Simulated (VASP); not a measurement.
Runs of VASP 6.6.1 on Re. The structure is that of space group P6_3/mmc (No. 194), or close to it. The cells are those of the table. 

| task | cell | k mesh | smearing | gap on the mesh (eV) | pressure (GPa) |
| --- | --- | --- | --- | --- | --- |
| single point | a = 2.739, b = 2.739, c = 4.412 Å, angles 90.0, 90.0, 120.0°, 2 atoms | 13 × 13 × 7 | gaussian 0.01 eV | none | -0.3 |
| single point | a = 2.739, b = 2.739, c = 4.412 Å, angles 90.0, 90.0, 120.0°, 2 atoms | 13 × 13 × 7 | methfessel-paxton 0.1 eV | none | -0.3 |
| single point | a = 2.739, b = 2.739, c = 4.412 Å, angles 90.0, 90.0, 120.0°, 2 atoms | 13 × 13 × 7 | fermi-dirac 0.01 eV | none | -0.3 |
| single point | a = 2.702, b = 2.702, c = 4.352 Å, angles 90.0, 90.0, 120.0°, 2 atoms | 22 × 22 × 12 | fermi-dirac 0.1 eV | none | (b) |
| relaxation of cell and atoms | relaxed from a = 2.761, b = 2.761, c = 4.458 Å, angles 90.0, 90.0, 120.0°, 2 atoms | 13 × 13 × 7 | fermi-dirac 0.1 eV | none | 0.0 |
| single point | a = 2.739, b = 2.739, c = 4.412 Å, angles 90.0, 90.0, 120.0°, 2 atoms | 13 × 13 × 7 | fermi-dirac 0.03 eV | none | -0.3 |
| single point | a = 2.664, b = 2.664, c = 4.291 Å, angles 90.0, 90.0, 120.0°, 2 atoms | 22 × 22 × 12 | fermi-dirac 0.1 eV | none | 40.8 |
| single point | a = 2.739, b = 2.739, c = 4.412 Å, angles 90.0, 90.0, 120.0°, 2 atoms | 13 × 13 × 7 | gaussian 0.03 eV | none | -0.3 |
| single point | a = 2.739, b = 2.739, c = 4.412 Å, angles 90.0, 90.0, 120.0°, 2 atoms | 13 × 13 × 7 | methfessel-paxton 0.2 eV | none | -0.3 |
| single point | a = 2.739, b = 2.739, c = 4.412 Å, angles 90.0, 90.0, 120.0°, 2 atoms | 13 × 13 × 7 | gaussian 0.3 eV | none | 0.1 |
| single point | a = 2.775, b = 2.775, c = 4.470 Å, angles 90.0, 90.0, 120.0°, 2 atoms | 22 × 22 × 12 | fermi-dirac 0.1 eV | none | -14.6 |
| single point | a = 2.739, b = 2.739, c = 4.412 Å, angles 90.0, 90.0, 120.0°, 2 atoms | 13 × 13 × 7 | gaussian 0.6 eV | none | (a) |

Alike in all rows: level LDA; potentials or basis VASP PAW LDA potentials, release 64 (Re_sv_GW); no spin polarisation; cutoff (eV) 560.

Task: Fill in the values left out.

Result: (a) 0.9; (b) 18.2.

Caveats: spin-orbit coupling is left out, which moves the levels of the heavy elements; the cell stands under pressure (at least some runs); so wide a smearing shifts energies and pressures (at least some runs); the cell stands under tension (at least some runs).

A k mesh can miss the band edges, and the runs leave out spin-orbit coupling on Re.

A gap of «none» marks levels without a gap at the run's occupations.
